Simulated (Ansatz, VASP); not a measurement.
**One calculation of InP, two programs**

```
In P
1.0
     0.00000    2.93050    2.93050
     2.93050    0.00000    2.93050
     2.93050    2.93050    0.00000
In P
1 1
Direct
  0.00000 0.00000 0.00000
  0.75000 0.75000 0.75000
```

Alike in both runs: task single point; functional PBE-based screened hybrid; k mesh 4 × 4 × 4; occupations gaussian, width 0.05 eV; no spin polarisation.

```csv
,VASP,Ansatz
version,VASP 6.6.1,Ansatz 0.2.0
potentials or method,"VASP PAW PBE potentials, release 64 (In_d, P), cutoff 520 eV","scalar-relativistic, plane waves, PAW"
valence electrons in the cell,18,18
```

```tsv
	VASP	Ansatz	Ansatz less VASP
gap on the k mesh at the Fermi level (eV)	2.87	2.84	-0.035
least direct gap on the mesh (eV)	2.87	2.84	-0.035
pressure (GPa)	-0.3	0.1	+0.39
```

VASP's potentials were made for PBE, not for PBE-based screened hybrid. Ansatz's warnings: stress exchange threshold loose, stress scf threshold loose.

The k mesh is coarse, so the values compare programs but aren't converged.
